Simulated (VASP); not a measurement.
# Ta2Au (I4/mcm) in VASP: notebook

The runs below take Ta2Au through single point, relaxation of cell and atoms, with PBE.

All numbers are computed with VASP 6.6.1; they aren't measurements. Logs are shortened: lines on timing, memory, paths and dates and some standing lists are left out, and cuts for length are marked.

### Step 1. The cell of the first run

The structure is tetragonal, space group I4/mcm (No. 140). The conventional cell has a = 6.318 Å, b = 6.318 Å, c = 5.259 Å, α = 90.00°, β = 90.00°, γ = 90.00°. Ta (site symmetry m2m) has 4 Au at 2.70 Å and 11 Ta at 2.98 to 3.37 Å within 3.6 Å. Au (site symmetry 422) has 2 Au at 2.63 Å and 8 Ta at 2.70 Å within 3.5 Å.

### Step 2. Single point, PBE

Contents of INCAR:

```
ALGO = Normal ; EDIFF = 1E-6
ENCUT = 520 ; GGA = PE
ISIF = 2 ; ISMEAR = 0
LASPH = T ; LCHARG = T
LELF = T ; LREAL = F
LVHAR = T ; LWAVE = F
NBANDS = 42 ; NELM = 80
PREC = Accurate ; SIGMA = 0.1
```

Contents of KPOINTS:

```
k-points
0
Gamma
  4 4 4
```

Contents of POSCAR:

```
Ta2Au
1.0
   -3.1590705228      3.1590705228      2.6296139588
    3.1590705228     -3.1590705228      2.6296139588
    3.1590705228      3.1590705228     -2.6296139588
Ta Au
4 2
Direct
    0.6670000000      0.1670000000      0.8340000000
    0.1670000000      0.3330000000      0.5000000000
    0.3330000000      0.8330000000      0.1660000000
    0.8330000000      0.6670000000      0.5000000000
    0.2500000000      0.2500000000      0.0000000000
    0.7500000000      0.7500000000      0.0000000000
```

Potentials or basis: VASP PAW PBE potentials, release 64 (Ta_pv, Au).

On the command line:

```console
$ cat potpaw_PBE.64/Ta_pv/POTCAR potpaw_PBE.64/Au/POTCAR > POTCAR
$ mpirun -np 1 vasp_std > vasp.out
```

OUTCAR:

```text
EDIFF = 1E-6
   ENCUT = 520
   GGA = PE
   ISIF = 2
   ISMEAR = 0
   LASPH = T
   LREAL = F
   NELM = 80
   PREC = Accurate

 ion  position               nearest neighbor table
   1  0.667  0.167  0.834-   5 2.70   6 2.70   5 2.70   6 2.70   3 2.98   3 3.02   3 3.02   2 3.33
                             4 3.33   4 3.33   2 3.33   2 3.37   4 3.37   4 3.37   2 3.37
   2  0.167  0.333  0.500-   6 2.70   5 2.70   5 2.70   6 2.70   4 2.98   4 3.02   4 3.02   3 3.33
                             1 3.33   3 3.33   1 3.33   1 3.37   3 3.37   3 3.37   1 3.37
   3  0.333  0.833  0.166-   5 2.70   6 2.70   5 2.70   6 2.70   1 2.98   1 3.02   1 3.02   2 3.33
                             4 3.33   4 3.33   2 3.33   4 3.37   2 3.37   4 3.37   2 3.37
   4  0.833  0.667  0.500-   5 2.70   6 2.70   6 2.70   5 2.70   2 2.98   2 3.02   2 3.02   1 3.33
                             1 3.33   3 3.33   3 3.33   1 3.37   3 3.37   1 3.37   3 3.37
   5  0.250  0.250  0.000-   6 2.63   6 2.63   1 2.70   2 2.70   3 2.70   4 2.70   2 2.70   4 2.70
                             1 2.70   3 2.70
   6  0.750  0.750  0.000-   5 2.63   5 2.63   1 2.70   3 2.70   4 2.70   3 2.70   4 2.70   1 2.70
                             2 2.70   2 2.70

  LATTYP: Found a body centered tetragonal cell.
 ALAT       =     6.3181410456
 C/A-ratio  =     0.8324011572

  Lattice vectors:

 A1 = (  -3.1590705228,   3.1590705228,   2.6296139588)
 A2 = (   3.1590705228,  -3.1590705228,   2.6296139588)
 A3 = (   3.1590705228,   3.1590705228,  -2.6296139588)

Analysis of symmetry for initial positions (statically):
=====================================================================
 Subroutine PRICEL returns:
 Original cell was already a primitive cell.

 Routine SETGRP: Setting up the symmetry group for a
 body centered tetragonal supercell.

 Subroutine GETGRP returns: Found 16 space group operations
 (whereof  8 operations were pure point group operations)
 out of a pool of 16 trial point group operations.

The static configuration has the point symmetry C_4h.
 The point group associated with its full space group is D_4h.

Analysis of symmetry for dynamics (positions and initial velocities):
=====================================================================
 Subroutine PRICEL returns:
 Original cell was already a primitive cell.

 Routine SETGRP: Setting up the symmetry group for a
 body centered tetragonal supercell.

 Subroutine GETGRP returns: Found 16 space group operations
 (whereof  8 operations were pure point group operations)
 out of a pool of 16 trial point group operations.

The dynamic configuration has the point symmetry C_4h.
 The point group associated with its full space group is D_4h.

 Subroutine INISYM returns: Found 16 space group operations
[... 100 lines left out ...]
   ISYM   =      2    0-nonsym 1-usesym 2-fastsym
   POTIM  = 0.5000    time-step for ionic-motion
   TEBEG  =    0.0;   TEEND  =   0.0 temperature during run
   PSTRESS=    0.0 pullay stress
   NELECT =      66.0000    total number of electrons
   NUPDOWN=      -1.0000    fix difference up-down
   EMIN   =  10.00;   EMAX   =-10.00  energy-range for DOS
   EFERMI =   0.00;   METHOD = LEGACY
   ISMEAR =     0;   SIGMA  =   0.10  broadening in eV -4-tet -1-fermi 0-gaus
   EFERMI_NEDOS =   21; number of points for ismear=-14 and -15
   IALGO  =     38    algorithm
   IMIX   =      4    mixing-type and parameters
     AMIX     =   0.40;   BMIX     =  1.00
     AMIX_MAG =   1.60;   BMIX_MAG =  1.00
  volume/ion in A,a.u.               =      17.50       118.06
  Fermi-wavevector in a.u.,A,eV,Ry     =   1.402488  2.650319 26.762301  1.966974
  Thomas-Fermi vector in A             =   2.525245
   LORBIT       =      0    0 simple, 1 ext, 2 COOP (PROOUT), +10 PAW based schemes
   GGA     = PE    functional components
   LHFCALC =     F    Hartree Fock is set to
   AEXX    =    0.0000 exact exchange contribution
   IVDW    =     0    specifies the selected vdW correction
   LEPSILON=     F    determine dielectric tensor
   LRPA    =     F    only Hartree local field effects (RPA)
 non-spin polarized calculation
 Gauss-broadening in eV      SIGMA  =   0.10
  energy-cutoff  :      520.00
  volume of cell :      104.97
 maximum number of plane-waves:      2861
 NGX is ok and might be reduce to    40
   NGX = 19   NGY = 19   NGZ = 19

 number of electron      65.9999994 magnetization

 Free energy of the ion-electron system (eV)
  ---------------------------------------------------
  ext. energy  EPLUGINS =         0.00000000
  ---------------------------------------------------
  free energy    TOTEN  =       -51.91318288 eV

  energy without entropy =      -51.89047628  energy(sigma->0) =      -51.90182958

 E-fermi :   7.6042     XC(G=0): -12.7174

 val. band max:        7.5977724932   @ k =  -0.2500   0.5000   0.2500
 cond. band min:       7.6984561257   @ k =  -0.2500  -0.2500   0.2500
 fundamental gap:      0.1006836325
 Fermi energy:         7.6042482399

 k-point     1 :       0.0000    0.0000    0.0000
  band No.  band energies     occupation
      1     -27.0523      2.00000
      2     -27.0523      2.00000
      3     -27.0099      2.00000
      4     -27.0099      2.00000
      5     -27.0058      2.00000
      6     -26.9974      2.00000
[... 574 lines left out ...]
     41      10.4873      0.00000
     42      11.0616      0.00000

------------------------ aborting loop because EDIFF is reached ----------------------------------------

  FORCE on cell =-STRESS in cart. coord.  units (eV):
  Direction    XX          YY          ZZ          XY          YZ          ZX
  --------------------------------------------------------------------------------------
  -------------------------------------------------------------------------------------
  Total       12.7690852     12.7690852      6.8041189      0.0000000      0.0000000      0.0000000
  in kB      194.8945695    194.8945695    103.8512787      0.0000000      0.0000000      0.0000000
  external PRESSURE =     164.5468059 kB  Pullay stress =       0.0000000 kB

 VOLUME and BASIS-vectors are now :
 -----------------------------------------------------------------------------
  energy-cutoff  :      520.00
  volume of cell :      104.97
      direct lattice vectors                 reciprocal lattice vectors
    -3.159070523  3.159070523  2.629613959     0.000000000  0.158274403  0.190141978
     3.159070523 -3.159070523  2.629613959     0.158274403  0.000000000  0.190141978
     3.159070523  3.159070523 -2.629613959     0.158274403  0.158274403  0.000000000

 POSITION                                       TOTAL-FORCE (eV/Angst)
 -----------------------------------------------------------------------------------
      1.05513      4.21420      0.00000        -1.564914     -1.564914      0.000000
      2.10394      1.05513      0.00000         1.564914     -1.564914     -0.000000
      2.10394     -1.05513      2.62961         1.564914      1.564914     -0.000000
      1.05513      2.10394      2.62961        -1.564914      1.564914     -0.000000
      0.00000      0.00000      1.31481        -0.000000      0.000000     -0.000000
      0.00000      0.00000      3.94442        -0.000000      0.000000     -0.000000
 -----------------------------------------------------------------------------------
    total drift:                               -0.000000     -0.000000      0.000000

  FREE ENERGIE OF THE ION-ELECTRON SYSTEM (eV)
  ---------------------------------------------------
  free  energy   TOTEN  =       -51.9131828832 eV

  energy  without entropy=      -51.8904762793  energy(sigma->0) =      -51.90182958
```

OSZICAR:

```text
N       E                     dE             d eps       ncg     rms          rms(c)
DAV:   1     0.619688916249E+03    0.61969E+03   -0.35983E+04  1092   0.163E+03
DAV:   2    -0.282528649160E+02   -0.64794E+03   -0.62882E+03  1192   0.458E+02
DAV:   3    -0.561411508716E+02   -0.27888E+02   -0.26891E+02  1316   0.862E+01
DAV:   4    -0.568428827190E+02   -0.70173E+00   -0.69503E+00  1304   0.127E+01
DAV:   5    -0.568645307084E+02   -0.21648E-01   -0.21615E-01  1372   0.181E+00    0.309E+01
DAV:   6    -0.532088814293E+02    0.36556E+01   -0.20594E+01  1206   0.253E+01    0.193E+01
DAV:   7    -0.521464284705E+02    0.10625E+01   -0.37186E+00  1236   0.118E+01    0.780E+00
DAV:   8    -0.519327841193E+02    0.21364E+00   -0.94441E-01  1328   0.501E+00    0.123E+00
DAV:   9    -0.519199651574E+02    0.12819E-01   -0.28020E-02  1344   0.943E-01    0.111E+00
DAV:  10    -0.519132629908E+02    0.67022E-02   -0.17203E-02  1408   0.822E-01    0.123E-01
DAV:  11    -0.519131999614E+02    0.63029E-04   -0.71079E-04  1312   0.159E-01    0.412E-02
DAV:  12    -0.519131859592E+02    0.14002E-04   -0.79566E-05  1376   0.531E-02    0.195E-02
DAV:  13    -0.519131830206E+02    0.29385E-05   -0.48403E-06  1192   0.129E-02    0.352E-03
DAV:  14    -0.519131828832E+02    0.13738E-06   -0.55576E-07   816   0.522E-03
   1 F= -.51913183E+02 E0= -.51901830E+02  d E =-.227066E-01
```

It took 41 s on 1 thread of Intel Xeon 6975P-C (Granite Rapids), shared host; peak memory 0.25 GiB.

What came out:

```
Free energy            : -51.9132 eV
Pressure               : 16.5 GPa
Largest force          : 2.213 eV/Å
Band gap on the k mesh : zero (bands 33 and 34 overlap by 1.04 eV)
```

Forces on the atoms (eV/Å):
```
Ta  -1.565 -1.565  0.000
Ta   1.565 -1.565  0.000
Ta   1.565  1.565  0.000
Ta  -1.565  1.565  0.000
Au   0.000  0.000  0.000
Au   0.000  0.000  0.000
```

Levels at points of the mesh, in eV from the Fermi level:
| k point | band 32 | band 33 | band 34 | band 35 | band 36 | band 37 |
| --- | --- | --- | --- | --- | --- | --- |
| (0.00, 0.00, 0.00) | -0.79 | -0.79 | -0.71 | 0.69 | 0.75 | 1.02 |
| (0.50, 0.00, 0.00) | -0.35 | -0.02 | -0.02 | 0.59 | 0.59 | 2.25 |
| (0.50, 0.50, 0.00) | -0.72 | -0.62 | -0.42 | 1.03 | 1.42 | 1.71 |
| (0.50, 0.50, 0.50) | 0.24 | 0.24 | 0.31 | 0.76 | 0.96 | 1.82 |

Caveat: the k points lie up to 0.39 Å⁻¹ apart, too coarse for converged energies and pressures of a metal; spin-orbit coupling is left out, which moves the levels of the heavy elements; forces of over 1 eV/Å act on the atoms, so gaps and moduli don't describe the material at rest.

### Step 3. Single point, PBE

This run uses another cell than the first one, of 18.45 Å³/atom.

Contents of INCAR:

```
PREC = Accurate
ENCUT = 520
EDIFF = 1E-6
ISMEAR = 0
SIGMA = 0.1
LREAL = False
LASPH = True
NELM = 100
ALGO = Fast
ISIF = 2
LWAVE = False
LCHARG = True
GGA = PE
LELF = True
LVHAR = True
NBANDS = 42
```

Contents of KPOINTS:

```
regular mesh
0
Gamma
  4 4 4
```

Contents of POSCAR:

```
Ta2Au
1.0
   -3.2698985281      3.2698985281      2.5882782352
    3.2698985281     -3.2698985281      2.5882782352
    3.2698985281      3.2698985281     -2.5882782352
Ta Au
4 2
Direct
    0.6494100971      0.1494100971      0.7988201941
    0.1494100971      0.3505899029      0.5000000000
    0.3505899029      0.8505899029      0.2011798059
    0.8505899029      0.6494100971      0.5000000000
    0.2500000000      0.2500000000      0.0000000000
    0.7500000000      0.7500000000      0.0000000000
```

Potentials or basis: VASP PAW PBE potentials, release 64 (Ta_pv, Au).

On the command line:

```console
$ cat potpaw_PBE.64/Ta_pv/POTCAR potpaw_PBE.64/Au/POTCAR > POTCAR
$ mpirun -np 1 vasp_std > vasp.out
```

Run time: 46 s. Hardware: 1 thread of Intel Xeon 6975P-C (Granite Rapids), shared host; peak memory 0.25 GiB.

The run converged. Its results:

```
Free energy            : -52.9589 eV
Pressure               : -0.2 GPa
Band gap on the k mesh : zero (bands 33 and 34 overlap by 0.71 eV)
```

Levels at points of the mesh, in eV from the Fermi level:
```tsv
k point	band 31	band 32	band 33	band 34	band 35	band 36
(0.00, 0.00, 0.00)	-0.96	-0.96	-0.54	-0.28	0.20	1.00
(0.50, 0.00, 0.00)	-0.46	-0.46	-0.05	-0.05	0.60	0.60
(0.50, 0.50, 0.00)	-0.65	-0.56	-0.54	-0.09	1.05	1.30
(0.50, 0.50, 0.50)	-0.64	-0.15	0.38	0.38	0.65	0.87
```

Caveat: the k points lie up to 0.39 Å⁻¹ apart, too coarse for converged energies and pressures of a metal; spin-orbit coupling is left out, which moves the levels of the heavy elements.

### Step 4. Relaxation of cell and atoms, PBE

Contents of INCAR:

```
PREC = Accurate
ENCUT = 600
EDIFF = 1E-6
ISMEAR = 0
SIGMA = 0.1
LREAL = F
LASPH = T
NELM = 80
ALGO = Fast
ISIF = 3
LWAVE = F
LCHARG = F
GGA = PE
IBRION = 2
NSW = 90
EDIFFG = -0.04
```

Contents of KPOINTS:

```
Automatic mesh
0
Gamma
  4 4 4
```

Contents of POSCAR:

```
Ta2Au
1.0
   -3.1590705228      3.1590705228      2.6296139588
    3.1590705228     -3.1590705228      2.6296139588
    3.1590705228      3.1590705228     -2.6296139588
Ta Au
4 2
Direct
    0.6670000000      0.1670000000      0.8340000000
    0.1670000000      0.3330000000      0.5000000000
    0.3330000000      0.8330000000      0.1660000000
    0.8330000000      0.6670000000      0.5000000000
    0.2500000000      0.2500000000      0.0000000000
    0.7500000000      0.7500000000      0.0000000000
```

On the command line:

```console
$ cat potpaw_PBE.64/Ta_pv/POTCAR potpaw_PBE.64/Au/POTCAR > POTCAR
$ mpirun -np 1 vasp_std > vasp.out
```

It took 6.8 min on 1 thread of Intel Xeon 6975P-C (Granite Rapids), shared host; peak memory 0.32 GiB.

Results (log left out):

| Quantity | Value |
| --- | --- |
| Free energy | -52.9584 eV |
| Relaxed volume | 18.42 Å³/atom |
| Relaxed cell | a = 5.298 Å, b = 5.298 Å, c = 5.298 Å, α = 103.76°, β = 103.76°, γ = 121.62° |
| Space group after relaxing (to 0.1 Å) | I4/mcm (No. 140) |
| Energy gained by relaxing | 174.0 meV/atom |
| Ionic steps | 10 |
| Pressure after relaxing | 0.1 GPa |
| Largest force after relaxing | 0.032 eV/Å |
| Band gap on the k mesh | zero (bands 33 and 34 overlap by 0.69 eV) |

Forces on the atoms (eV/Å):
```
Ta   0.022  0.022  0.000
Ta  -0.022  0.022  0.000
Ta  -0.022 -0.022  0.000
Ta   0.022 -0.022  0.000
Au   0.000  0.000  0.000
Au   0.000  0.000  0.000
```

Stress tensor (GPa, compression positive):
```
-0.03  0.00  0.00
 0.00 -0.03  0.00
 0.00  0.00  0.32
```

The path:
| step | energy change (eV) | largest force (eV/Å) | pressure (GPa) | volume (Å³) |
| --- | --- | --- | --- | --- |
| 1 | 0.0000 | 2.2130 | 16.55 | 104.97 |
| 2 | 1.3656 | 0.3664 | -25.66 | 134.79 |
| 3 | -0.6237 | 1.1860 | -4.89 | 114.43 |
| 4 | -0.6274 | 1.2398 | -3.70 | 113.75 |
| 5 | -0.9624 | 0.6538 | -1.06 | 111.22 |
| 6 | -1.0223 | 0.2657 | 1.55 | 109.73 |
| 7 | -1.0315 | 0.0853 | -2.39 | 111.95 |
| 8 | -1.0395 | 0.0571 | -0.85 | 111.04 |
| 9 | -1.0418 | 0.0957 | 0.75 | 110.22 |
| 10 | -1.0438 | 0.0316 | 0.09 | 110.55 |

Final structure:
```yaml
crystal:
  lattice:
    - [-3.27047, 3.27047, 2.58389]
    - [3.27047, -3.27047, 2.58389]
    - [3.27047, 3.27047, -2.58389]
  atoms:
    - { symbol: Ta, position: [0.64915, 0.14915, 0.79829] }
    - { symbol: Ta, position: [0.14915, 0.35085, 0.50000] }
    - { symbol: Ta, position: [0.35085, 0.85085, 0.20170] }
    - { symbol: Ta, position: [0.85085, 0.64915, 0.50000] }
    - { symbol: Au, position: [0.25000, 0.25000, 0.00000] }
    - { symbol: Au, position: [0.75000, 0.75000, 0.00000] }
```

Levels at points of the mesh, in eV from the Fermi level:
```csv
k point,band 30,band 31,band 32,band 33,band 34,band 35,band 36,band 37
"(0.00, 0.00, 0.00)",-1.11,-0.95,-0.95,-0.53,-0.26,0.19,1.01,1.12
"(0.50, 0.00, 0.00)",-1.24,-0.46,-0.46,-0.05,-0.05,0.60,0.60,1.73
"(0.50, 0.50, 0.00)",-1.52,-0.66,-0.55,-0.55,-0.07,1.05,1.30,1.42
"(0.50, 0.50, 0.50)",-1.26,-0.64,-0.16,0.37,0.37,0.65,0.90,2.16
```

Caveat: the k points lie up to 0.39 Å⁻¹ apart in the final cell, too coarse for converged energies and pressures of a metal; spin-orbit coupling is left out, which moves the levels of the heavy elements.

### Step 5. Single point, PBE

This run uses another cell than the first one, of 18.44 Å³/atom.

Contents of INCAR:

```
SYSTEM = Ta2Au
ALGO = Fast
EDIFF = 1E-7
ENCUT = 520
GGA = PE
ISIF = 2
ISMEAR = 0
LASPH = .True.
LCHARG = .False.
LREAL = .False.
LWAVE = .False.
NBANDS = 42
NELM = 60
PREC = Accurate
SIGMA = 0.1
```

Contents of KPOINTS:

```
k-points
0
Gamma
  10 10 10
  0 0 0
```

Contents of POSCAR:

```
Ta2Au
1.0
   -3.2744046032      3.2744046032      2.5794995672
    3.2744046032     -3.2744046032      2.5794995672
    3.2744046032      3.2744046032     -2.5794995672
Ta Au
4 2
Direct
    0.1486145808      0.6486145808      0.7972291615
    0.6486145808      0.8513854192      0.5000000000
    0.8513854192      0.3513854192      0.2027708385
    0.3513854192      0.1486145808      0.5000000000
    0.7500000000      0.7500000000      0.0000000000
    0.2500000000      0.2500000000      0.0000000000
```

On the command line:

```console
$ cat potpaw_PBE.64/Ta_pv/POTCAR potpaw_PBE.64/Au/POTCAR > POTCAR
$ mpirun -np 1 vasp_std > vasp.out
```

Run time: 8.6 min. Hardware: 1 thread of Intel Xeon 6975P-C (Granite Rapids), shared host; peak memory 0.52 GiB.

It converged, with:

```
Free energy            : -52.9590 eV
Pressure               : -0.2 GPa
Band gap on the k mesh : zero (bands 33 and 34 overlap by 1.09 eV)
```

Forces on the atoms (eV/Å):
```
Ta   0.002  0.002  0.000
Ta  -0.002  0.002  0.000
Ta  -0.002 -0.002  0.000
Ta   0.002 -0.002  0.000
Au   0.000  0.000  0.000
Au   0.000  0.000  0.000
```

Levels at points of the mesh, in eV from the Fermi level:
```
           k point  band 29  band 30  band 31  band 32  band 33  band 34  band 35  band 36  band 37  band 38
(0.00, 0.00, 0.00)    -1.77    -1.19    -1.02    -1.02    -0.61    -0.34     0.11     0.95     1.03     1.03
(0.50, 0.00, 0.00)    -1.31    -1.31    -0.54    -0.54    -0.11    -0.11     0.53     0.53     1.64     1.64
(0.50, 0.50, 0.00)    -1.67    -1.59    -0.74    -0.62    -0.60    -0.14     0.96     1.22     1.34     1.56
(0.50, 0.50, 0.50)    -1.33    -1.33    -0.69    -0.26     0.28     0.28     0.57     0.84     1.93     2.10
```

Caveat: spin-orbit coupling is left out, which moves the levels of the heavy elements.

### Step 6. Summary

| task | cell | k mesh | cutoff (eV) | gap on the mesh (eV) | pressure (GPa) | largest force (eV/Å) |
| --- | --- | --- | --- | --- | --- | --- |
| single point | a = 5.184 Å, angles 104.9, 104.9, 119.0°, 6 atoms, atomic positions A | 4 × 4 × 4 | 520 | none | 16.5 | 2.21 |
| single point | a = 5.299 Å, angles 103.8, 103.8, 121.5°, 6 atoms, atomic positions B | 4 × 4 × 4 | 520 | none | -0.2 | - |
| relaxation of cell and atoms | relaxed from a = 5.184 Å, angles 104.9, 104.9, 119.0°, 6 atoms, atomic positions A | 4 × 4 × 4 | 600 | none | 0.1 | 0.03 |
| single point | a = 5.301 Å, angles 103.7, 103.7, 121.8°, 6 atoms, atomic positions B | 10 × 10 × 10 | 520 | none | -0.2 | - |

Alike in all rows: level PBE; potentials or basis VASP PAW PBE potentials, release 64 (Ta_pv, Au); no spin polarisation; smearing gaussian 0.1 eV.

Caveats: some runs use coarse meshes; spin-orbit coupling is left out, which moves the levels of the heavy elements; forces of over 1 eV/Å act on the atoms, so gaps and moduli don't describe the material at rest (at least some runs).

Absolute energies hang on the potentials; compare differences alone.
